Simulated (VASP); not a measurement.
# Ni (P6_3/mmc) in VASP: single point with PBEsol

Aim: the single point of Ni with PBEsol.

Everything below comes from runs of VASP 6.6.1. Logs are shortened: lines on timing, memory, paths and dates and some standing lists are left out, and cuts for length are marked.

**1. The cell of the first run**

The structure is hexagonal, space group P6_3/mmc (No. 194). The conventional cell has a = 2.515 Å, b = 2.515 Å, c = 3.982 Å, α = 90.00°, β = 90.00°, γ = 120.00°. Ni (site symmetry -6m2) has 12 Ni at 2.46 to 2.51 Å within 3.3 Å.

This isn't the form of Ni at room conditions, which is fcc.

**2. Single point, PBEsol, collinear spin, ferromagnetic start**

INCAR reads:

```
SYSTEM = Ni
ALGO = Normal ; EDIFF = 1E-6
ENCUT = 690 ; GGA = PS
GGA_COMPAT = .False. ; ISIF = 2
ISMEAR = 0 ; ISPIN = 2
LASPH = .True. ; LCHARG = .True.
LELF = .True. ; LMAXMIX = 4
LORBIT = 11 ; LREAL = .False.
LVHAR = .True. ; LWAVE = .False.
MAGMOM = -0.8 -0.8 ; NBANDS = 29
NELM = 200 ; PREC = Accurate
SIGMA = 0.15
```

KPOINTS reads:

```
k-points
0
Gamma
  8 8 5
  0 0 0
```

POSCAR reads:

```
Ni
1.0
    2.5146270000      0.0000000000      0.0000000000
   -1.2573090000      2.1777340000      0.0000000000
    0.0000000000      0.0000000000      3.9819780000
Ni
2
Direct
    0.3333300000      0.6666700000      0.2500000000
    0.6666600000      0.3333300000      0.7500000000
```

Potentials or basis: VASP PAW PBE potentials, release 64 (Ni_sv_GW).

Command:

```
$ cat potpaw_PBE.64/Ni_sv_GW/POTCAR > POTCAR
$ mpirun -np 1 vasp_std > vasp.out
```

OUTCAR:

```text
SYSTEM = Ni
   EDIFF = 1E-6
   ENCUT = 690
   GGA = PS
   ISIF = 2
   ISMEAR = 0
   ISPIN = 2
   LASPH = .True.
   LORBIT = 11
   LREAL = .False.
   NELM = 200
   PREC = Accurate

 ion  position               nearest neighbor table
   1  0.333  0.667  0.250-   2 2.46   2 2.46   2 2.46   2 2.46   2 2.46   2 2.46
   2  0.667  0.333  0.750-   1 2.46   1 2.46   1 2.46   1 2.46   1 2.46   1 2.46

  LATTYP: Found a hexagonal cell.
 ALAT       =     2.5146270000
 C/A-ratio  =     1.5835263043

  Lattice vectors:

 A1 = (   2.5146270000,   0.0000000000,   0.0000000000)
 A2 = (  -1.2573090000,   2.1777340000,   0.0000000000)
 A3 = (   0.0000000000,   0.0000000000,   3.9819780000)

Analysis of symmetry for initial positions (statically):
=====================================================================
 Subroutine PRICEL returns:
 Original cell was already a primitive cell.

 Routine SETGRP: Setting up the symmetry group for a
 hexagonal supercell.

 Subroutine GETGRP returns: Found  8 space group operations
 (whereof  2 operations were pure point group operations)
 out of a pool of 24 trial point group operations.

The static configuration has the point symmetry C_2 .
 The point group associated with its full space group is D_2h.

Analysis of symmetry for dynamics (positions and initial velocities):
=====================================================================
 Subroutine PRICEL returns:
 Original cell was already a primitive cell.

 Routine SETGRP: Setting up the symmetry group for a
 hexagonal supercell.

 Subroutine GETGRP returns: Found  8 space group operations
 (whereof  2 operations were pure point group operations)
 out of a pool of 24 trial point group operations.

The dynamic configuration has the point symmetry C_2 .
 The point group associated with its full space group is D_2h.

Analysis of structural, dynamic, and magnetic symmetry:
=====================================================================
 Subroutine PRICEL returns:
 Original cell was already a primitive cell.

 Routine SETGRP: Setting up the symmetry group for a
 hexagonal supercell.

 Subroutine GETGRP returns: Found  8 space group operations
 (whereof  2 operations were pure point group operations)
 out of a pool of 24 trial point group operations.

The overall configuration has the point symmetry C_2 .
 The point group associated with its full space group is D_2h.

 Subroutine INISYM returns: Found  8 space group operations
 (whereof  2 operations are pure point group operations),
 and found     1 'primitive' translations

----------------------------------------------------------------------------------------

                                     Primitive cell

  volume of cell :      21.8061

  direct lattice vectors                    reciprocal lattice vectors
     2.514627000  0.000000000  0.000000000     0.397673293  0.229595630  0.000000000
    -1.257309000  2.177734000  0.000000000     0.000000000  0.459192904  0.000000000
     0.000000000  0.000000000  3.981978000     0.000000000  0.000000000  0.251131473

  length of vectors
     2.514627000  2.514627467  3.981978000     0.459192989  0.459192904  0.251131473

  position of ions in fractional coordinates (direct lattice)
     0.333330000  0.666670000  0.250000000
     0.666660000  0.333330000  0.750000000

  ion indices of the primitive-cell ions
   primitive index   ion index
                 1           1
                 2           2

----------------------------------------------------------------------------------------

 KPOINTS: k-points

Automatic generation of k-mesh.
 Grid dimensions read from file:
 generate k-points for:    8    8    5

 Generating k-lattice:

  Cartesian coordinates                     Fractional coordinates (reciprocal lattice)
     0.049709162  0.028699454  0.000000000     0.125000000 -0.000000000  0.000000000
     0.000000000  0.057399113  0.000000000     0.000000000  0.125000000  0.000000000
     0.000000000  0.000000000  0.050226295     0.000000000  0.000000000  0.200000000

  Length of vectors
     0.057399124  0.057399113  0.050226295

  Shift w.r.t. Gamma in fractional coordinates (k-lattice)
     0.000000000  0.000000000  0.000000000

 Subroutine IBZKPT returns following result:
 ===========================================

 Found     63 irreducible k-points:

 Following reciprocal coordinates:
            Coordinates               Weight
  0.000000  0.000000  0.000000      1.000000
  0.125000  0.000000  0.000000      4.000000
  0.000000  0.125000  0.000000      2.000000
  0.250000  0.000000  0.000000      4.000000
  0.000000  0.250000  0.000000      2.000000
  0.375000  0.000000  0.000000      4.000000
[... 16 lines left out ...]
  0.125000  0.000000  0.200000      8.000000
  0.000000  0.125000  0.200000      4.000000
 [... further k-points ...]
   k-points           NKPTS =     63   k-points in BZ     NKDIM =     63   number of bands    NBANDS=     29
   number of dos      NEDOS =    301   number of ions     NIONS =      2
   total plane-waves  NPLWV =  20736
   dimension x,y,z NGX =    24 NGY =   24 NGZ =   36
   dimension x,y,z NGXF=    48 NGYF=   48 NGZF=   72
   ions per type =               2
   NGX,Y,Z   is equivalent  to a cutoff of  15.87, 15.87, 15.03 a.u.
   NGXF,Y,Z  is equivalent  to a cutoff of  31.73, 31.73, 30.06 a.u.
 SYSTEM =  Ni
   PREC   = accura    normal or accurate (medium, high low for compatibility)
   ISTART =      0    job   : 0-new  1-cont  2-samecut
   ICHARG =      2    charge: 1-file 2-atom 10-const
   ISPIN  =      2    spin polarized calculation?
   LNONCOLLINEAR =      F non collinear calculations
   LSORBIT =      F    spin-orbit coupling
   LASPH  =      T    aspherical Exc in radial PAW
   ENCUT  =  690.0 eV  50.71 Ry    7.12 a.u.   5.39  5.39  8.53*2*pi/ulx,y,z
   NELM   =    200;   NELMIN=  2; NELMDL= -5     # of ELM steps
   EDIFF  = 0.1E-05   stopping-criterion for ELM
   LREAL  =      F    real-space projection
   EDIFFG = 0.1E-04   stopping-criterion for IOM
   NSW    =      0    number of steps for IOM
   IBRION =     -1    ionic relax: 0-MD 1-quasi-New 2-CG
   NFREE  =      0    steps in history (QN), initial steepest desc. (CG)
   ISIF   =      2    stress and relaxation
   ISYM   =      2    0-nonsym 1-usesym 2-fastsym
   POTIM  = 0.5000    time-step for ionic-motion
   TEBEG  =    0.0;   TEEND  =   0.0 temperature during run
   PSTRESS=    0.0 pullay stress
   NELECT =      36.0000    total number of electrons
   NUPDOWN=      -1.0000    fix difference up-down
   EMIN   =  10.00;   EMAX   =-10.00  energy-range for DOS
   EFERMI =   0.00;   METHOD = LEGACY
   ISMEAR =     0;   SIGMA  =   0.15  broadening in eV -4-tet -1-fermi 0-gaus
   EFERMI_NEDOS =   21; number of points for ismear=-14 and -15
   IALGO  =     38    algorithm
   IMIX   =      4    mixing-type and parameters
     AMIX     =   0.40;   BMIX     =  1.00
     AMIX_MAG =   1.60;   BMIX_MAG =  1.00
  volume/ion in A,a.u.               =      10.90        73.58
  Fermi-wavevector in a.u.,A,eV,Ry     =   1.934862  3.656358 50.935988  3.743689
  Thomas-Fermi vector in A             =   2.966053
   LORBIT       =     11    0 simple, 1 ext, 2 COOP (PROOUT), +10 PAW based schemes
   GGA     = PS    functional components
   LHFCALC =     F    Hartree Fock is set to
   AEXX    =    0.0000 exact exchange contribution
   IVDW    =     0    specifies the selected vdW correction
   LEPSILON=     F    determine dielectric tensor
   LRPA    =     F    only Hartree local field effects (RPA)
 spin polarized calculation
 Gauss-broadening in eV      SIGMA  =   0.15
  energy-cutoff  :      690.00
  volume of cell :       21.81
 maximum number of plane-waves:       929
 NGX is ok and might be reduce to    24
   NGX = 11   NGY = 11   NGZ = 17

 number of electron      35.9999995 magnetization      -1.3294590

 Free energy of the ion-electron system (eV)
  ---------------------------------------------------
  ext. energy  EPLUGINS =         0.00000000
  ---------------------------------------------------
  free energy    TOTEN  =       -14.08833760 eV

  energy without entropy =      -14.03935401  energy(sigma->0) =      -14.06384580

 E-fermi :   7.6884     XC(G=0): -14.0592

 val. band max:        7.6871367247   @ k =   0.3750   0.1250   0.4000
 cond. band min:       7.6944436021   @ k =   0.0000   0.0000   0.0000
 fundamental gap:      0.0073068774
 Fermi energy:         7.6884220671

 spin component 1

 k-point     1 :       0.0000    0.0000    0.0000
  band No.  band energies     occupation
      1     -94.8449      1.00000
      2     -94.8055      1.00000
      3     -55.5197      1.00000
      4     -55.2962      1.00000
      5     -55.2962      1.00000
      6     -55.2723      1.00000
[... 21 lines left out ...]
     28      33.7942      0.00000
     29      37.9558      0.00000
[... 705 lines left out ...]
 k-point    24 :       0.0000    0.1250    0.2000
  band No.  band energies     occupation
      1     -94.8370      1.00000
      2     -94.8068      1.00000
      3     -55.4879      1.00000
      4     -55.3138      1.00000
      5     -55.3089      1.00000
      6     -55.2994      1.00000
[... 21 lines left out ...]
     28      34.3961      0.00000
     29      36.7544      0.00000

 [... further k-points ...]

 spin component 2

 k-point     1 :       0.0000    0.0000    0.0000
  band No.  band energies     occupation
      1     -95.7112      1.00000
      2     -95.6730      1.00000
      3     -56.3709      1.00000
      4     -56.1353      1.00000
      5     -56.1352      1.00000
      6     -56.1325      1.00000
[... 21 lines left out ...]
     28      33.8897      0.00000
     29      38.0475      0.00000
[... 705 lines left out ...]
 k-point    24 :       0.0000    0.1250    0.2000
  band No.  band energies     occupation
      1     -95.7035      1.00000
      2     -95.6742      1.00000
      3     -56.3401      1.00000
      4     -56.1651      1.00000
      5     -56.1512      1.00000
      6     -56.1382      1.00000
[... 21 lines left out ...]
     28      34.2969      0.00000
     29      36.7158      0.00000

 [... further k-points ...]

------------------------ aborting loop because EDIFF is reached ----------------------------------------

  FORCE on cell =-STRESS in cart. coord.  units (eV):
  Direction    XX          YY          ZZ          XY          YZ          ZX
  --------------------------------------------------------------------------------------
  -------------------------------------------------------------------------------------
  Total       -1.7511165     -1.7508895     -0.7540927     -0.0000036     -0.0000000      0.0000000
  in kB     -128.6614227   -128.6447479    -55.4061591     -0.0002658     -0.0000000      0.0000000
  external PRESSURE =    -104.2374432 kB  Pullay stress =       0.0000000 kB

 VOLUME and BASIS-vectors are now :
 -----------------------------------------------------------------------------
  energy-cutoff  :      690.00
  volume of cell :       21.81
      direct lattice vectors                 reciprocal lattice vectors
     2.514627000  0.000000000  0.000000000     0.397673293  0.229595630  0.000000000
    -1.257309000  2.177734000  0.000000000     0.000000000  0.459192904  0.000000000
     0.000000000  0.000000000  3.981978000     0.000000000  0.000000000  0.251131473

 POSITION                                       TOTAL-FORCE (eV/Angst)
 -----------------------------------------------------------------------------------
     -0.00001      1.45183      0.99549         0.000000      0.000049     -0.000000
      1.25730      0.72590      2.98648        -0.000000     -0.000049      0.000000
 -----------------------------------------------------------------------------------
    total drift:                               -0.000000     -0.000000     -0.000000

  FREE ENERGIE OF THE ION-ELECTRON SYSTEM (eV)
  ---------------------------------------------------
  free  energy   TOTEN  =       -14.0883376003 eV

  energy  without entropy=      -14.0393540094  energy(sigma->0) =      -14.06384580

 total charge

# of ion       s       p       d       f       tot
--------------------------------------------------
    1        2.240   6.295   7.800   0.005  16.340
    2        2.240   6.295   7.800   0.005  16.340
--------------------------------------------------
tot          4.481  12.590  15.599   0.010  32.680

 magnetization (x)

# of ion       s       p       d       f       tot
--------------------------------------------------
    1        0.000   0.014  -0.716   0.000  -0.702
    2        0.000   0.014  -0.716   0.000  -0.702
--------------------------------------------------
tot          0.000   0.029  -1.433   0.000  -1.403
```

Wall time 4.2 min (1 thread of AMD EPYC 7R43 (Zen 3), shared host); peak memory 0.21 GiB.

What came out:

| Quantity | Value |
| --- | --- |
| Free energy | -14.0883 eV |
| Pressure | -10.4 GPa |
| Net moment | -1.33 μB per cell |
| Site moments | Ni -0.70 μB |
| Valence electrons inside the program's atomic spheres | Ni 16.34 |

Caveat: the k points lie up to 0.36 Å⁻¹ apart; the PAW data sets were made with another functional, which shifts forces and pressure a little.
